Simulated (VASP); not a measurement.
# Zn (Im-3m) in VASP: a series of runs, part 2 of 2

VASP 6.6.1. Earlier steps stand in the parts before.

**4. Single point, HSE06**

Input file POSCAR:

```
Zn
1.0
   -1.5896845915      1.5896845915      1.5896845915
    1.5896845915     -1.5896845915      1.5896845915
    1.5896845915      1.5896845915     -1.5896845915
Zn
1
Direct
    0.0000000000      0.0000000000      0.0000000000
```

Input file INCAR.step1:

```
ALGO     = Normal         # electronic algorithm
EDIFF    = 1E-5           # SCF threshold, eV
ENCUT    = 520            # plane-wave cutoff, eV
GGA      = PE             # functional
ISIF     = 2              # what is computed and relaxed
ISMEAR   = -1             # smearing method
LASPH    = True           # aspherical terms in the spheres
LREAL    = False          # projectors in reciprocal space
LWAVE    = True           # write WAVECAR
NBANDS   = 12             # bands
NELM     = 60             # most SCF steps
PREC     = Accurate       # precision mode
SIGMA    = 0.05           # smearing width, eV
```

Input file INCAR.step2:

```
ALGO     = Normal         # electronic algorithm
EDIFF    = 1E-6           # SCF threshold, eV
ENCUT    = 520            # plane-wave cutoff, eV
GGA      = PE             # functional
HFSCREEN = 0.2079         # screening, 1/A
ISIF     = 2              # what is computed and relaxed
ISMEAR   = -1             # smearing method
ISTART   = 1            
LASPH    = True           # aspherical terms in the spheres
LCHARG   = True           # write CHGCAR
LELF     = True           # ELF
LHFCALC  = True           # exact exchange
LREAL    = False          # projectors in reciprocal space
LVHAR    = True         
LWAVE    = False          # write WAVECAR
NBANDS   = 12             # bands
NELM     = 60             # most SCF steps
PREC     = Accurate       # precision mode
PRECFOCK = Normal       
SIGMA    = 0.05           # smearing width, eV
```

Input file KPOINTS:

```
k-points
0
Gamma
  8 8 8
```

Potentials or basis: VASP PAW PBE potentials, release 64 (Zn).

On the command line:

```console
cat potpaw_PBE.64/Zn/POTCAR > POTCAR
cp INCAR.step1 INCAR
mpirun -np 1 vasp_std > vasp.out
cp INCAR.step2 INCAR
mpirun -np 1 vasp_std > vasp.out
```

OUTCAR:

```text
EDIFF = 1E-6
   ENCUT = 520
   GGA = PE
   HFSCREEN = 0.2079
   ISIF = 2
   ISMEAR = -1
   ISTART = 1
   LASPH = True
   LHFCALC = True
   LREAL = False
   NELM = 60
   PREC = Accurate
   PRECFOCK = Normal

 ion  position               nearest neighbor table
   1  0.000  0.000  0.000-

  LATTYP: Found a body centered cubic cell.
 ALAT       =     3.1793691830

  Lattice vectors:

 A1 = (  -1.5896845915,   1.5896845915,   1.5896845915)
 A2 = (   1.5896845915,  -1.5896845915,   1.5896845915)
 A3 = (   1.5896845915,   1.5896845915,  -1.5896845915)

Analysis of symmetry for initial positions (statically):
=====================================================================
 Subroutine PRICEL returns:
 Original cell was already a primitive cell.

 Routine SETGRP: Setting up the symmetry group for a
 body centered cubic supercell.

 Subroutine GETGRP returns: Found 48 space group operations
 (whereof 48 operations were pure point group operations)
 out of a pool of 48 trial point group operations.

The static configuration has the point symmetry O_h .

Analysis of symmetry for dynamics (positions and initial velocities):
=====================================================================
 Subroutine PRICEL returns:
 Original cell was already a primitive cell.

 Routine SETGRP: Setting up the symmetry group for a
 body centered cubic supercell.

 Subroutine GETGRP returns: Found 48 space group operations
 (whereof 48 operations were pure point group operations)
 out of a pool of 48 trial point group operations.

The dynamic configuration has the point symmetry O_h .

 Subroutine INISYM returns: Found 48 space group operations
 (whereof 48 operations are pure point group operations),
 and found     1 'primitive' translations

----------------------------------------------------------------------------------------
[... 118 lines left out ...]
   PRECFOCK=normal    Normal, Fast or Accurate (Low or Medium for compatibility)
   ENCUT4O =  -1.0   cutoff for four orbital integrals eV
   NKREDX  =     1    reduce k-point grid by
   NKREDY  =     1    reduce k-point grid by
   NKREDZ  =     1    reduce k-point grid by
   AEXX    =    0.2500 exact exchange contribution
   HFSCREEN=    0.2079 screening length (either q_TF or 0.3 A-1)
   HFSCREENC=   0.2079 screening length for correlation (either q_TF or 0.3 A-1)
   ENCUTFOCK=  -1.0 apply spherical cutoff to Coloumb kernel
   IVDW    =     0    specifies the selected vdW correction
   LEPSILON=     F    determine dielectric tensor
   LRPA    =     F    only Hartree local field effects (RPA)
 non-spin polarized calculation
  energy-cutoff  :      520.00
  volume of cell :       16.07
 maximum number of plane-waves:       456
  NGX = 16; NGY = 16; NGZ = 16

 number of electron      11.9999990 magnetization

 Free energy of the ion-electron system (eV)
  ---------------------------------------------------
  ext. energy  EPLUGINS =         0.00000000
  ---------------------------------------------------
  free energy    TOTEN  =        -1.14707234 eV

  energy without entropy =       -1.14443222  energy(sigma->0) =       -1.14575228

 E-fermi :   2.5992     XC(G=0):  -9.2371

 val. band max:        2.5939638058   @ k =   0.5000   0.5000   0.2500
 cond. band min:       2.9033842690   @ k =   0.3750   0.2500   0.0000
 fundamental gap:      0.3094204632
 Fermi energy:         2.5992236264

 k-point     1 :       0.0000    0.0000    0.0000
  band No.  band energies     occupation
      1      -8.5213      2.00000
      2      -7.1376      2.00000
      3      -7.1376      2.00000
      4      -7.1376      2.00000
      5      -6.6852      2.00000
      6      -6.6852      2.00000
      7      22.6001      0.00000
      8      22.6001      0.00000
      9      22.6001      0.00000
     10      24.0461      0.00000
     11      24.0461      0.00000
     12      24.0461      0.00000
[... 331 lines left out ...]
 k-point    24 :      -0.3750    0.3750    0.2500
  band No.  band energies     occupation
      1      -7.3300      2.00000
      2      -7.1992      2.00000
      3      -6.9245      2.00000
      4      -6.7805      2.00000
      5      -6.5074      2.00000
      6      -0.9645      2.00000
      7       7.6668      0.00000
      8      10.5624      0.00000
      9      13.2204      0.00000
     10      16.0412      0.00000
     11      23.5016      0.00000
     12      26.8681      0.00000

 [... further k-points ...]
[... 5 lines left out ...]
  --------------------------------------------------------------------------------------
  -------------------------------------------------------------------------------------
  Total       -0.3678536     -0.3678536     -0.3678536     -0.0000000     -0.0000000     -0.0000000
  in kB      -36.6769089    -36.6769089    -36.6769089     -0.0000000     -0.0000000     -0.0000000
  external PRESSURE =     -36.6769089 kB  Pullay stress =       0.0000000 kB

 VOLUME and BASIS-vectors are now :
 -----------------------------------------------------------------------------
  energy-cutoff  :      520.00
  volume of cell :       16.07
      direct lattice vectors                 reciprocal lattice vectors
    -1.589684591  1.589684591  1.589684591     0.000000000  0.314527802  0.314527802
     1.589684591 -1.589684591  1.589684591     0.314527802  0.000000000  0.314527802
     1.589684591  1.589684591 -1.589684591     0.314527802  0.314527802  0.000000000

 POSITION                                       TOTAL-FORCE (eV/Angst)
 -----------------------------------------------------------------------------------
      0.00000      0.00000      0.00000        -0.000000     -0.000000      0.000000
 -----------------------------------------------------------------------------------
    total drift:                               -0.000012      0.000040      0.000103

  FREE ENERGIE OF THE ION-ELECTRON SYSTEM (eV)
  ---------------------------------------------------
  free  energy   TOTEN  =        -1.1470723384 eV

  energy  without entropy=       -1.1444322158  energy(sigma->0) =       -1.14575228
```

OSZICAR.step1:

```text
N       E                     dE             d eps       ncg     rms          rms(c)
DAV:   1     0.456443813519E+02    0.45644E+02   -0.64081E+03   712   0.155E+03
DAV:   2     0.336569931170E+00   -0.45308E+02   -0.42799E+02   708   0.215E+02
DAV:   3    -0.108718364257E+01   -0.14238E+01   -0.14209E+01   812   0.385E+01
DAV:   4    -0.109067320340E+01   -0.34896E-02   -0.34894E-02   800   0.190E+00
DAV:   5    -0.109067593061E+01   -0.27272E-05   -0.27272E-05   780   0.516E-02    0.248E+00
DAV:   6    -0.101043096244E+01    0.80245E-01   -0.42182E-01   796   0.130E+01    0.196E+00
DAV:   7    -0.100632574850E+01    0.41052E-02   -0.79887E-03   760   0.171E+00    0.983E-01
DAV:   8    -0.100443002111E+01    0.18957E-02   -0.11780E-03   844   0.481E-01    0.426E-02
DAV:   9    -0.100444147367E+01   -0.11453E-04   -0.74176E-05   900   0.107E-01    0.198E-02
DAV:  10    -0.100444237042E+01   -0.89675E-06   -0.38131E-06   484   0.296E-02
   1 F= -.10044424E+01 E0= -.10028871E+01  d E =-.311064E-02
```

It took 60 min on 1 thread of AMD EPYC 7R43 (Zen 3), shared host; peak memory 0.2 GiB.

Results:

```yaml
Free_energy: -1.1471 eV
Pressure: -3.7 GPa
Band_gap_on_the_k_mesh: zero (bands 6 and 7 overlap by 5.75 eV)
```

Levels at points of the mesh, in eV from the Fermi level:
| k point | band 4 | band 5 | band 6 | band 7 | band 8 | band 9 |
| --- | --- | --- | --- | --- | --- | --- |
| (0.00, 0.00, 0.00) | -9.74 | -9.28 | -9.28 | 20.00 | 20.00 | 20.00 |
| (0.50, 0.00, 0.00) | -9.25 | -8.94 | -2.67 | -0.90 | 12.21 | 13.51 |
| (0.50, 0.50, 0.50) | -9.00 | -9.00 | 4.85 | 4.85 | 4.85 | 8.38 |

Caveat: the cell stands under tension; the PAW data sets were made with another functional, which shifts forces and pressure a little.

**5. Summary**

| level | cell | k mesh | screening parameter | gap on the mesh (eV) | pressure (GPa) |
| --- | --- | --- | --- | --- | --- |
| PBE0 | a = 2.753 Å, angles 109.5°, 1 atom | 6 × 6 × 6 | - | none | -2.8 |
| PBE0 | a = 2.771 Å, angles 109.5°, 1 atom | 6 × 6 × 6 | - | none | -4.0 |
| HSE06 | a = 2.753 Å, angles 109.5°, 1 atom | 8 × 8 × 8 | 0.2079 1/Å | none | -3.7 |

Alike in all rows: task single point; potentials or basis VASP PAW PBE potentials, release 64 (Zn); no spin polarisation; cutoff (eV) 520; smearing fermi-dirac 0.05 eV.

Caveats: some runs use coarse meshes; the PAW data sets were made with another functional, which shifts forces and pressure a little; the cell stands under tension (at least some runs).

Absolute energies hang on the potentials; compare differences alone.

The gap in the log of VASP goes by the Fermi energy; the results here count the filled bands.